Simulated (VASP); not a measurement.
# AgCl (I4mm) in VASP: single point with PBE

Aim: the single point of AgCl with PBE.

Program: VASP 6.6.1. These are calculated values, not measurements. Logs are shortened: lines on timing, memory, paths and dates and some standing lists are left out, and cuts for length are marked.

**1. The cell of the first run**

The structure is tetragonal, space group I4mm (No. 107). The conventional cell has a = 4.000 Å, b = 4.000 Å, c = 5.989 Å, α = 90.00°, β = 90.00°, γ = 90.00°. Ag (site symmetry 4mm) has 5 Cl at 2.45 to 2.88 Å within 3.2 Å. Within 3.2 Å of Cl (site symmetry 4mm) lie 5 Ag at 2.45 to 2.88 Å.

**2. Single point, PBE (strained and its atoms moved)**

INCAR reads:

```
SYSTEM = AgCl
ALGO     = Normal         ! electronic algorithm
EDIFF    = 1E-6           ! SCF threshold, eV
ENCUT    = 520            ! plane-wave cutoff, eV
GGA      = PE             ! functional
ISIF     = 2              ! what is computed and relaxed
ISMEAR   = 0              ! smearing method
LASPH    = .TRUE.         ! aspherical terms in the spheres
LCHARG   = .FALSE.        ! write CHGCAR
LREAL    = .FALSE.        ! projectors in reciprocal space
LWAVE    = .FALSE.        ! write WAVECAR
NBANDS   = 16             ! bands
NELM     = 60             ! most SCF steps
PREC     = Accurate       ! precision mode
SIGMA    = 0.02           ! smearing width, eV
```

KPOINTS reads:

```
k-points
0
G
  8 8 8
  0 0 0
```

POSCAR reads:

```
AgCl
1.0
    0.0000000000      2.8281138330      2.9945028330
    2.8281138330      0.0000000000      2.9945028330
    2.8281138330      2.8281138330      0.0000000000
Ag Cl
1 1
Direct
    0.5450750951      0.5450750951      0.4549249049
   -0.0450750951     -0.0450750951      0.0450750951
```

Potentials or basis: VASP PAW PBE potentials, release 64 (Ag, Cl).

The run is started by

```console
cat potpaw_PBE.64/Ag/POTCAR potpaw_PBE.64/Cl/POTCAR > POTCAR
mpirun -np 1 vasp_std > vasp.out
```

OUTCAR:

```text
SYSTEM = AgCl
   EDIFF = 1E-6
   ENCUT = 520
   GGA = PE
   ISIF = 2
   ISMEAR = 0
   LASPH = .TRUE.
   LREAL = .FALSE.
   NELM = 60
   PREC = Accurate

 ion  position               nearest neighbor table
   1  0.545  0.545  0.455-   2 2.45   2 2.88   2 2.88   2 2.88   2 2.88
   2  0.955  0.955  0.045-   1 2.45   1 2.88   1 2.88   1 2.88   1 2.88

  LATTYP: Found a body centered tetragonal cell.
 ALAT       =     3.9995569386
 C/A-ratio  =     1.4974172785

  Lattice vectors:

 A1 = (  -2.8281138330,   0.0000000000,   2.9945028330)
 A2 = (   2.8281138330,   0.0000000000,   2.9945028330)
 A3 = (   0.0000000000,   2.8281138330,  -2.9945028330)

Analysis of symmetry for initial positions (statically):
=====================================================================
 Subroutine PRICEL returns:
 Original cell was already a primitive cell.

 Routine SETGRP: Setting up the symmetry group for a
 body centered tetragonal supercell.

 Subroutine GETGRP returns: Found  8 space group operations
 (whereof  8 operations were pure point group operations)
 out of a pool of 16 trial point group operations.

The static configuration has the point symmetry C_4v.

Analysis of symmetry for dynamics (positions and initial velocities):
=====================================================================
 Subroutine PRICEL returns:
 Original cell was already a primitive cell.

 Routine SETGRP: Setting up the symmetry group for a
 body centered tetragonal supercell.

 Subroutine GETGRP returns: Found  8 space group operations
 (whereof  8 operations were pure point group operations)
 out of a pool of 16 trial point group operations.

The dynamic configuration has the point symmetry C_4v.

 Subroutine INISYM returns: Found  8 space group operations
 (whereof  8 operations are pure point group operations),
 and found     1 'primitive' translations

----------------------------------------------------------------------------------------

                                     Primitive cell

  volume of cell :      47.9014

  direct lattice vectors                    reciprocal lattice vectors
     0.000000000  2.828113833  2.994502833    -0.176796278  0.176796278  0.166972625
     2.828113833  0.000000000  2.994502833     0.176796278 -0.176796278  0.166972625
     2.828113833  2.828113833  0.000000000     0.176796278  0.176796278 -0.166972625
[... 76 lines left out ...]
   ISTART =      0    job   : 0-new  1-cont  2-samecut
   ICHARG =      2    charge: 1-file 2-atom 10-const
   ISPIN  =      1    spin polarized calculation?
   LNONCOLLINEAR =      F non collinear calculations
   LSORBIT =      F    spin-orbit coupling
   LASPH  =      T    aspherical Exc in radial PAW
   ENCUT  =  520.0 eV  38.22 Ry    6.18 a.u.   7.66  7.66  7.44*2*pi/ulx,y,z
   NELM   =     60;   NELMIN=  2; NELMDL= -5     # of ELM steps
   EDIFF  = 0.1E-05   stopping-criterion for ELM
   LREAL  =      F    real-space projection
   EDIFFG = 0.1E-04   stopping-criterion for IOM
   NSW    =      0    number of steps for IOM
   IBRION =     -1    ionic relax: 0-MD 1-quasi-New 2-CG
   NFREE  =      0    steps in history (QN), initial steepest desc. (CG)
   ISIF   =      2    stress and relaxation
   ISYM   =      2    0-nonsym 1-usesym 2-fastsym
   POTIM  = 0.5000    time-step for ionic-motion
   TEBEG  =    0.0;   TEEND  =   0.0 temperature during run
   PSTRESS=    0.0 pullay stress
   NELECT =      18.0000    total number of electrons
   NUPDOWN=      -1.0000    fix difference up-down
   EMIN   =  10.00;   EMAX   =-10.00  energy-range for DOS
   EFERMI =   0.00;   METHOD = LEGACY
   ISMEAR =     0;   SIGMA  =   0.02  broadening in eV -4-tet -1-fermi 0-gaus
   EFERMI_NEDOS =   21; number of points for ismear=-14 and -15
   IALGO  =     38    algorithm
   IMIX   =      4    mixing-type and parameters
     AMIX     =   0.40;   BMIX     =  1.00
     AMIX_MAG =   1.60;   BMIX_MAG =  1.00
  volume/ion in A,a.u.               =      23.95       161.63
  Fermi-wavevector in a.u.,A,eV,Ry     =   1.181362  2.232450 18.988497  1.395615
  Thomas-Fermi vector in A             =   2.317636
   LORBIT       =      0    0 simple, 1 ext, 2 COOP (PROOUT), +10 PAW based schemes
   GGA     = PE    functional components
   LHFCALC =     F    Hartree Fock is set to
   AEXX    =    0.0000 exact exchange contribution
   IVDW    =     0    specifies the selected vdW correction
   LEPSILON=     F    determine dielectric tensor
   LRPA    =     F    only Hartree local field effects (RPA)
 non-spin polarized calculation
 Gauss-broadening in eV      SIGMA  =   0.02
  energy-cutoff  :      520.00
  volume of cell :       47.90
 maximum number of plane-waves:      1309
   NGX = 15   NGY = 15   NGZ = 15

 number of electron      17.9999999 magnetization

 Free energy of the ion-electron system (eV)
  ---------------------------------------------------
  ext. energy  EPLUGINS =         0.00000000
  ---------------------------------------------------
  free energy    TOTEN  =        -5.31123109 eV

  energy without entropy =       -5.31123109  energy(sigma->0) =       -5.31123109

 E-fermi :   2.4166     XC(G=0):  -9.3209

 val. band max:        2.3327874159   @ k =   0.5000   0.0000   0.0000
 cond. band min:       3.5453982667   @ k =   0.0000   0.0000   0.0000
 fundamental gap:      1.2126108509
 Fermi energy:         2.4166112506

 k-point     1 :       0.0000    0.0000    0.0000
  band No.  band energies     occupation
      1     -12.1160      2.00000
      2      -1.0843      2.00000
      3      -0.3826      2.00000
      4      -0.3826      2.00000
      5       0.3671      2.00000
      6       0.4777      2.00000
[... 433 lines left out ...]
      3      -1.0861      2.00000
      4      -0.8328      2.00000
      5       0.4550      2.00000
      6       0.5476      2.00000
[... 8 lines left out ...]
     15      15.7870      0.00000
     16      16.4555      0.00000

 [... further k-points ...]
[... 5 lines left out ...]
  --------------------------------------------------------------------------------------
  -------------------------------------------------------------------------------------
  Total       -0.6512198     -0.6512198      1.1635361      0.0000000     -0.0000000      0.0000000
  in kB      -21.7815937    -21.7815937     38.9172309      0.0000000     -0.0000000      0.0000000
  external PRESSURE =      -1.5486522 kB  Pullay stress =       0.0000000 kB

 VOLUME and BASIS-vectors are now :
 -----------------------------------------------------------------------------
  energy-cutoff  :      520.00
  volume of cell :       47.90
      direct lattice vectors                 reciprocal lattice vectors
     0.000000000  2.828113833  2.994502833    -0.176796278  0.176796278  0.166972625
     2.828113833  0.000000000  2.994502833     0.176796278 -0.176796278  0.166972625
     2.828113833  2.828113833  0.000000000     0.176796278  0.176796278 -0.166972625

 POSITION                                       TOTAL-FORCE (eV/Angst)
 -----------------------------------------------------------------------------------
      2.82811      2.82811      3.26446         0.000000      0.000000     -0.541368
      2.82811      2.82811      5.71905         0.000000      0.000000      0.541368
 -----------------------------------------------------------------------------------
    total drift:                               -0.000002     -0.000002      0.000227

  FREE ENERGIE OF THE ION-ELECTRON SYSTEM (eV)
  ---------------------------------------------------
  free  energy   TOTEN  =        -5.3112310948 eV

  energy  without entropy=       -5.3112310948  energy(sigma->0) =       -5.31123109
```

stdout:

```text
POSCAR found type information on POSCAR AgCl
 POSCAR found :  2 types and       2 ions
 scaLAPACK will be used
 LDA part: xc-table for (Slater+PW92), standard interpolation
 POSCAR, INCAR and KPOINTS ok, starting setup
 FFT: planning ... GRIDC
 FFT: planning ... GRID_SOFT
 FFT: planning ... GRID
 WAVECAR not read
 entering main loop
```

Wall time 27 s (1 thread of Intel Xeon 6975P-C, shared host); peak memory 0.2 GiB.

What came out:

```
Free energy            : -5.3112 eV
Pressure               : -0.2 GPa
Largest force          : 0.541 eV/Å
Band gap on the k mesh : 1.21 eV, indirect (least direct gap 1.52 eV)
```

Forces in eV/Å, atoms in the order of the input:
```
Ag   0.000  0.000 -0.541
Cl   0.000  0.000  0.541
```

Levels at points of the mesh, in eV from the valence-band top:
```csv
k point,band 7,band 8,band 9,band 10,band 11,band 12
"(0.00, 0.00, 0.00)",-0.93,-0.93,-0.30,1.21,10.19,10.19
"(0.50, 0.00, 0.00)",-1.41,-0.13,0.00,4.78,6.09,8.38
"(0.50, 0.50, 0.00)",-1.64,-1.64,-1.64,2.96,8.48,8.54
"(0.50, 0.00, 0.50)",-1.55,-1.22,-0.92,2.91,7.31,8.56
```

Caveat: the cell differs from its parent crystal (strained and its atoms moved). A k mesh can miss the band edges.
